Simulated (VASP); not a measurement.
Write the native input for VASP 6.6.1 that does the following.

```yaml
Task: single point
Functional: PBE
Potentials_or_basis: VASP PAW PBE potentials, release 64 (Si, W_sv)
Cutoff: 520 eV
k_mesh: 9 × 9 × 6
Occupations: gaussian, width 0.03 eV
Spin: no spin polarisation
Dipole_correction: no
Further_INCAR_settings: ALGO = Normal; EDIFF = 1e-07; NBANDS = 43
```

The structure of Si2W lies in POSCAR:

```
Si2W
1.0
    4.7444861815      0.0000000000      0.0000000000
   -2.3722430908      4.1088455611      0.0000000000
    0.0000000000      0.0000000000      6.2873930878
Si W
6 3
Direct
    0.8363432358      0.6726864716      0.5000000000
    0.1636567642      0.8363432358      0.8333333333
    0.6726864716      0.8363432358      0.1666666667
    0.1636567642      0.3273135284      0.5000000000
    0.8363432358      0.1636567642      0.8333333333
    0.3273135284      0.1636567642      0.1666666667
    0.0000000000      0.5000000000      0.1666666667
    0.5000000000      0.5000000000      0.8333333333
    0.5000000000      0.0000000000      0.5000000000
```

This cell differs from its parent crystal: c/a of the conventional cell at fixed volume 1.3252.

The input as run:

INCAR

```
SYSTEM = Si2W
PREC = Accurate
ENCUT = 520
EDIFF = 1E-7
ISMEAR = 0
SIGMA = 0.03
LREAL = .False.
LASPH = .True.
NELM = 60
ALGO = Normal
ISIF = 2
LWAVE = .False.
LCHARG = .False.
GGA = PE
NBANDS = 43
```

KPOINTS

```
Automatic mesh
0
Gamma
  9 9 6
  0 0 0
```

Potentials or basis: VASP PAW PBE potentials, release 64 (Si, W_sv).

The run is started by

```console
$ cat potpaw_PBE.64/Si/POTCAR potpaw_PBE.64/W_sv/POTCAR > POTCAR
$ mpirun -np 1 vasp_std > vasp.out
```

It gave:

The pressure is 3.1 GPa. The largest force is 0.157 eV/Å and the band gap on the k mesh is 0.13 eV (least direct gap 0.46 eV).

Caveat: the stress differs along the axes, from -5 to 19 GPa; spin-orbit coupling is left out, which moves the levels of the heavy elements.

It took 7.5 min on 1 thread of Intel Xeon 8259CL, with other jobs on the host, peak memory 0.35 GiB.
